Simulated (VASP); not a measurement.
# Sc (Im-3m) in VASP: a series of runs

The runs below take Sc through single point, relaxation of cell and atoms, with r2SCAN.

Program: VASP 6.6.1. These are calculated values, not measurements. Logs are shortened: lines on timing, memory, paths and dates and some standing lists are left out, and cuts for length are marked.

**1. The cell of the first run**

It takes space group Im-3m (No. 229, cubic). The conventional cell has a = 3.691 Å, b = 3.691 Å, c = 3.691 Å, α = 90.00°, β = 90.00°, γ = 90.00°. Within 4.2 Å of Sc (site symmetry m-3m) lie 14 Sc at 3.20 to 3.69 Å.

**2. Single point, r2SCAN**

File POSCAR:

```
Sc
1.0
   -1.8457309867      1.8457309867      1.8457309867
    1.8457309867     -1.8457309867      1.8457309867
    1.8457309867      1.8457309867     -1.8457309867
Sc
1
Direct
    0.0000000000      0.0000000000      0.0000000000
```

File INCAR.step1:

```
ALGO = Normal
EDIFF = 1E-4
ENCUT = 520
GGA = PE
ISMEAR = -1
LASPH = T
LCHARG = F
LREAL = F
LWAVE = T
NBANDS = 12
NELM = 80
PREC = Accurate
SIGMA = 0.1
```

File INCAR.step2:

```
ALGO = Normal
EDIFF = 1E-6
ENCUT = 520
ISIF = 2
ISMEAR = -1
ISTART = 1
LASPH = T
LCHARG = F
LMIXTAU = T
LREAL = F
LWAVE = F
METAGGA = R2SCAN
NBANDS = 12
NELM = 80
PREC = Accurate
SIGMA = 0.1
```

File KPOINTS:

```
k-points
0
Gamma
  12 12 12
```

Potentials or basis: VASP PAW PBE potentials, release 64 (Sc_sv).

The run is started by

```console
$ cat potpaw_PBE.64/Sc_sv/POTCAR > POTCAR
$ cp INCAR.step1 INCAR
$ mpirun -np 1 vasp_std > vasp.out
$ cp INCAR.step2 INCAR
$ mpirun -np 1 vasp_std > vasp.out
```

OUTCAR:

```text
EDIFF = 1E-6
   ENCUT = 520
   ISIF = 2
   ISMEAR = -1
   ISTART = 1
   LASPH = T
   LREAL = F
   METAGGA = R2SCAN
   NELM = 80
   PREC = Accurate

 ion  position               nearest neighbor table
   1  0.000  0.000  0.000-

  LATTYP: Found a body centered cubic cell.
 ALAT       =     3.6914619734

  Lattice vectors:

 A1 = (  -1.8457309867,   1.8457309867,   1.8457309867)
 A2 = (   1.8457309867,  -1.8457309867,   1.8457309867)
 A3 = (   1.8457309867,   1.8457309867,  -1.8457309867)

Analysis of symmetry for initial positions (statically):
=====================================================================
 Subroutine PRICEL returns:
 Original cell was already a primitive cell.

 Routine SETGRP: Setting up the symmetry group for a
 body centered cubic supercell.

 Subroutine GETGRP returns: Found 48 space group operations
 (whereof 48 operations were pure point group operations)
 out of a pool of 48 trial point group operations.

The static configuration has the point symmetry O_h .

Analysis of symmetry for dynamics (positions and initial velocities):
=====================================================================
 Subroutine PRICEL returns:
 Original cell was already a primitive cell.

 Routine SETGRP: Setting up the symmetry group for a
 body centered cubic supercell.

 Subroutine GETGRP returns: Found 48 space group operations
 (whereof 48 operations were pure point group operations)
 out of a pool of 48 trial point group operations.

The dynamic configuration has the point symmetry O_h .

 Subroutine INISYM returns: Found 48 space group operations
 (whereof 48 operations are pure point group operations),
 and found     1 'primitive' translations

----------------------------------------------------------------------------------------

                                     Primitive cell

  volume of cell :      25.1516

  direct lattice vectors                    reciprocal lattice vectors
    -1.845730987  1.845730987  1.845730987     0.000000000  0.270895382  0.270895382
     1.845730987 -1.845730987  1.845730987     0.270895382  0.000000000  0.270895382
     1.845730987  1.845730987 -1.845730987     0.270895382  0.270895382  0.000000000

  length of vectors
     3.196899846  3.196899846  3.196899846     0.383103923  0.383103923  0.383103923

  position of ions in fractional coordinates (direct lattice)
     0.000000000  0.000000000  0.000000000

  ion indices of the primitive-cell ions
   primitive index   ion index
                 1           1

----------------------------------------------------------------------------------------

 KPOINTS: k-points

Automatic generation of k-mesh.
 Grid dimensions read from file:
 generate k-points for:   12   12   12

 Generating k-lattice:

  Cartesian coordinates                     Fractional coordinates (reciprocal lattice)
     0.000000000  0.022574615  0.022574615     0.083333333  0.000000000  0.000000000
     0.022574615  0.000000000  0.022574615     0.000000000  0.083333333  0.000000000
     0.022574615  0.022574615  0.000000000     0.000000000  0.000000000  0.083333333

  Length of vectors
     0.031925327  0.031925327  0.031925327

  Shift w.r.t. Gamma in fractional coordinates (k-lattice)
     0.000000000  0.000000000  0.000000000

 Subroutine IBZKPT returns following result:
 ===========================================

 Found     72 irreducible k-points:

 Following reciprocal coordinates:
            Coordinates               Weight
  0.000000  0.000000  0.000000      1.000000
  0.083333  0.000000  0.000000     12.000000
  0.166667  0.000000  0.000000     12.000000
  0.250000  0.000000  0.000000     12.000000
  0.333333  0.000000  0.000000     12.000000
  0.416667  0.000000  0.000000     12.000000
[... 16 lines left out ...]
  0.333333  0.083333  0.083333     24.000000
  0.416667  0.083333  0.083333     12.000000
 [... further k-points ...]
   k-points           NKPTS =     72   k-points in BZ     NKDIM =     72   number of bands    NBANDS=     12
   number of dos      NEDOS =    301   number of ions     NIONS =      1
   total plane-waves  NPLWV =  13824
   dimension x,y,z NGX =    24 NGY =   24 NGZ =   24
   dimension x,y,z NGXF=    48 NGYF=   48 NGZF=   48
   ions per type =               1
   NGX,Y,Z   is equivalent  to a cutoff of  12.48, 12.48, 12.48 a.u.
   NGXF,Y,Z  is equivalent  to a cutoff of  24.96, 24.96, 24.96 a.u.
 SYSTEM =  unknown system
   PREC   = accura    normal or accurate (medium, high low for compatibility)
   ISTART =      1    job   : 0-new  1-cont  2-samecut
   ICHARG =      0    charge: 1-file 2-atom 10-const
   ISPIN  =      1    spin polarized calculation?
   LNONCOLLINEAR =      F non collinear calculations
   LSORBIT =      F    spin-orbit coupling
   LASPH  =      T    aspherical Exc in radial PAW
   ENCUT  =  520.0 eV  38.22 Ry    6.18 a.u.   5.94  5.94  5.94*2*pi/ulx,y,z
   NELM   =     80;   NELMIN=  2; NELMDL=  0     # of ELM steps
   EDIFF  = 0.1E-05   stopping-criterion for ELM
   LREAL  =      F    real-space projection
   EDIFFG = 0.1E-04   stopping-criterion for IOM
   NSW    =      0    number of steps for IOM
   IBRION =     -1    ionic relax: 0-MD 1-quasi-New 2-CG
   NFREE  =      0    steps in history (QN), initial steepest desc. (CG)
   ISIF   =      2    stress and relaxation
   ISYM   =      2    0-nonsym 1-usesym 2-fastsym
   POTIM  = 0.5000    time-step for ionic-motion
   TEBEG  =    0.0;   TEEND  =   0.0 temperature during run
   PSTRESS=    0.0 pullay stress
   NELECT =      11.0000    total number of electrons
   NUPDOWN=      -1.0000    fix difference up-down
   EMIN   =  10.00;   EMAX   =-10.00  energy-range for DOS
   EFERMI =   0.00;   METHOD = LEGACY
   ISMEAR =    -1;   SIGMA  =   0.10  broadening in eV -4-tet -1-fermi 0-gaus
   EFERMI_NEDOS =   21; number of points for ismear=-14 and -15
   IALGO  =     38    algorithm
   IMIX   =      4    mixing-type and parameters
     AMIX     =   0.40;   BMIX     =  1.00
     AMIX_MAG =   1.60;   BMIX_MAG =  1.00
  volume/ion in A,a.u.               =      25.15       169.73
  Fermi-wavevector in a.u.,A,eV,Ry     =   1.242655  2.348278 21.010009  1.544192
  Thomas-Fermi vector in A             =   2.377000
   LORBIT       =      0    0 simple, 1 ext, 2 COOP (PROOUT), +10 PAW based schemes
   METAGGA = R2SCAN    functional components
   LHFCALC =     F    Hartree Fock is set to
   AEXX    =    0.0000 exact exchange contribution
   IVDW    =     0    specifies the selected vdW correction
   LEPSILON=     F    determine dielectric tensor
   LRPA    =     F    only Hartree local field effects (RPA)
 non-spin polarized calculation
  energy-cutoff  :      520.00
  volume of cell :       25.15
 maximum number of plane-waves:       691
   NGX = 11   NGY = 11   NGZ = 11

 number of electron      10.9999999 magnetization

 Free energy of the ion-electron system (eV)
  ---------------------------------------------------
  ext. energy  EPLUGINS =         0.00000000
  ---------------------------------------------------
  free energy    TOTEN  =       -11.31633502 eV

  energy without entropy =      -11.24617713  energy(sigma->0) =      -11.28125608

 E-fermi :   3.7139     XC(G=0): -10.5112

 val. band max:        3.7008538610   @ k =   0.3333   0.1667   0.1667
 cond. band min:       3.7318881196   @ k =   0.3333   0.1667  -0.0000
 fundamental gap:      0.0310342586
 Fermi energy:         3.7139308231

 k-point     1 :       0.0000    0.0000    0.0000
  band No.  band energies     occupation
      1     -48.0595      2.00000
      2     -25.4982      2.00000
      3     -25.4982      2.00000
      4     -25.4982      2.00000
      5      -1.8401      2.00000
      6       5.4069      0.00000
      7       5.4069      0.00000
      8       5.4069      0.00000
      9       6.7229      0.00000
     10       6.7229      0.00000
     11      18.2549      0.00000
     12      18.2549      0.00000

 k-point     2 :       0.0833    0.0000    0.0000
  band No.  band energies     occupation
      1     -48.0555      2.00000
      2     -25.5244      2.00000
      3     -25.5063      2.00000
      4     -25.4983      2.00000
      5      -1.6490      2.00000
      6       5.3105      0.00000
      7       5.3621      0.00000
      8       5.5430      0.00000
      9       6.6171      0.00000
     10       6.7282      0.00000
     11      17.8922      0.00000
     12      18.2034      0.00000

 k-point     3 :       0.1667    0.0000    0.0000
  band No.  band energies     occupation
      1     -48.0446      2.00000
      2     -25.5953      2.00000
      3     -25.5283      2.00000
      4     -25.4986      2.00000
      5      -1.0972      2.00000
      6       5.0598      0.00000
      7       5.1336      0.00000
      8       5.9353      0.00000
      9       6.4784      0.00000
     10       6.7526      0.00000
     11      16.7244      0.00000
     12      17.7130      0.00000

 k-point     4 :       0.2500    0.0000    0.0000
  band No.  band energies     occupation
      1     -48.0296      2.00000
      2     -25.6906      2.00000
      3     -25.5583      2.00000
      4     -25.4991      2.00000
      5      -0.2553      2.00000
      6       4.6828      0.00012
      7       4.7429      0.00007
      8       6.5162      0.00000
      9       6.5315      0.00000
     10       6.8115      0.00000
     11      14.9161      0.00000
     12      16.6834      0.00000

 k-point     5 :       0.3333    0.0000    0.0000
  band No.  band energies     occupation
      1     -48.0146      2.00000
      2     -25.7843      2.00000
      3     -25.5881      2.00000
      4     -25.4996      2.00000
      5       0.7313      2.00000
      6       4.2336      0.01101
      7       4.4505      0.00126
      8       6.6437      0.00000
      9       6.9033      0.00000
     10       7.2262      0.00000
     11      13.0072      0.00000
     12      15.6351      0.00000
[... 228 lines left out ...]
      1     -48.0251      2.00000
      2     -25.7185      2.00000
      3     -25.5500      2.00000
      4     -25.5193      2.00000
      5       0.0769      2.00000
      6       4.4620      0.00113
      7       4.5287      0.00058
      8       6.6279      0.00000
      9       6.8019      0.00000
     10       6.9517      0.00000
     11      14.9814      0.00000
     12      15.7453      0.00000

 k-point    22 :       0.2500    0.0833    0.0833
  band No.  band energies     occupation
      1     -48.0118      2.00000
      2     -25.7869      2.00000
      3     -25.5902      2.00000
      4     -25.5218      2.00000
      5       1.0518      2.00000
      6       4.0642      0.05847
      7       4.2548      0.00892
      8       6.7150      0.00000
      9       6.9264      0.00000
     10       7.6577      0.00000
     11      13.0562      0.00000
     12      14.9238      0.00000

 k-point    23 :       0.3333    0.0833    0.0833
  band No.  band energies     occupation
      1     -48.0021      2.00000
      2     -25.8336      2.00000
      3     -25.6222      2.00000
      4     -25.5236      2.00000
      5       1.9048      2.00000
      6       3.8399      0.44220
      7       4.0787      0.05077
      8       6.7958      0.00000
      9       7.0147      0.00000
     10       8.2782      0.00000
     11      11.4681      0.00000
     12      14.3393      0.00000

 k-point    24 :       0.4167    0.0833    0.0833
  band No.  band energies     occupation
      1     -47.9985      2.00000
      2     -25.8501      2.00000
      3     -25.6344      2.00000
      4     -25.5242      2.00000
      5       2.2405      2.00000
      6       3.8140      0.53757
      7       4.0183      0.09102
      8       6.8155      0.00000
      9       7.0483      0.00000
     10       8.5531      0.00000
     11      10.8168      0.00000
     12      14.1277      0.00000

 [... further k-points ...]
[... 5 lines left out ...]
  --------------------------------------------------------------------------------------
  -------------------------------------------------------------------------------------
  Total        0.0283511      0.0283511      0.0283511      0.0000000      0.0000000      0.0000000
  in kB        1.8059913      1.8059913      1.8059913      0.0000000      0.0000000      0.0000000
  external PRESSURE =       1.8059913 kB  Pullay stress =       0.0000000 kB

 VOLUME and BASIS-vectors are now :
 -----------------------------------------------------------------------------
  energy-cutoff  :      520.00
  volume of cell :       25.15
      direct lattice vectors                 reciprocal lattice vectors
    -1.845730987  1.845730987  1.845730987     0.000000000  0.270895382  0.270895382
     1.845730987 -1.845730987  1.845730987     0.270895382  0.000000000  0.270895382
     1.845730987  1.845730987 -1.845730987     0.270895382  0.270895382  0.000000000

 POSITION                                       TOTAL-FORCE (eV/Angst)
 -----------------------------------------------------------------------------------
      0.00000      0.00000      0.00000         0.000000      0.000000     -0.000000
 -----------------------------------------------------------------------------------
    total drift:                               -0.000000      0.000000      0.000000

  FREE ENERGIE OF THE ION-ELECTRON SYSTEM (eV)
  ---------------------------------------------------
  free  energy   TOTEN  =       -11.3163350240 eV

  energy  without entropy=      -11.2461771286  energy(sigma->0) =      -11.28125608
```

Wall time 20 s (1 thread of Intel Xeon 6975P-C (Granite Rapids), shared host); peak memory 0.15 GiB.

What came out:

- Free energy: -11.3163 eV
- Pressure: 0.2 GPa

Levels at points of the mesh, in eV from the Fermi level:
| k point | band 2 | band 3 | band 4 | band 5 | band 6 | band 7 | band 8 | band 9 |
| --- | --- | --- | --- | --- | --- | --- | --- | --- |
| (0.00, 0.00, 0.00) | -29.21 | -29.21 | -29.21 | -5.55 | 1.69 | 1.69 | 1.69 | 3.01 |
| (0.50, 0.00, 0.00) | -29.59 | -29.33 | -29.21 | -1.81 | 0.26 | 0.46 | 3.02 | 3.32 |
| (0.50, 0.50, 0.50) | -29.47 | -29.47 | -29.47 | -1.27 | -1.27 | 4.08 | 4.08 | 4.08 |

Caveat: the PAW data sets were made with another functional, which shifts forces and pressure a little.

**3. Single point, r2SCAN**

POSCAR is that of step 2.

File INCAR.step1:

```
SYSTEM = Sc
PREC = Accurate
ENCUT = 520
ISMEAR = -1
SIGMA = 0.1
LREAL = .False.
LASPH = .True.
NELM = 80
NBANDS = 12
GGA = PE
ALGO = Normal
EDIFF = 1E-4
LWAVE = .True.
LCHARG = .False.
```

File INCAR.step2:

```
SYSTEM = Sc
PREC = Accurate
ENCUT = 520
EDIFF = 1E-6
ISMEAR = -1
SIGMA = 0.1
LREAL = .False.
LASPH = .True.
NELM = 80
ALGO = Normal
ISIF = 2
LWAVE = .False.
LCHARG = .False.
METAGGA = R2SCAN
LMIXTAU = .True.
NBANDS = 12
ISTART = 1
```

File KPOINTS:

```
Automatic mesh
0
Gamma
  20 20 20
  0 0 0
```

Potentials or basis: VASP PAW PBE potentials, release 64 (Sc_sv).

The run is started by

```console
$ cat potpaw_PBE.64/Sc_sv/POTCAR > POTCAR
$ cp INCAR.step1 INCAR
$ mpirun -np 1 vasp_std > vasp.out
$ cp INCAR.step2 INCAR
$ mpirun -np 1 vasp_std > vasp.out
```

Wall time 59 s (1 thread of Intel Xeon 6975P-C (Granite Rapids), shared host); peak memory 0.2 GiB.

It converged, with:

- Free energy: -11.3163 eV
- Pressure: 0.2 GPa

Levels at points of the mesh, in eV from the Fermi level:
```csv
k point,band 1,band 2,band 3,band 4,band 5,band 6,band 7,band 8,band 9,band 10
"(0.00, 0.00, 0.00)",-51.77,-29.21,-29.21,-29.21,-5.55,1.69,1.69,1.69,3.01,3.01
"(0.50, 0.00, 0.00)",-51.71,-29.59,-29.33,-29.21,-1.81,0.26,0.46,3.02,3.32,4.37
"(0.50, 0.50, 0.50)",-51.67,-29.47,-29.47,-29.47,-1.27,-1.27,4.08,4.08,4.08,6.39
```

Caveat: the PAW data sets were made with another functional, which shifts forces and pressure a little.

(Part 1 of 2 ends here.)
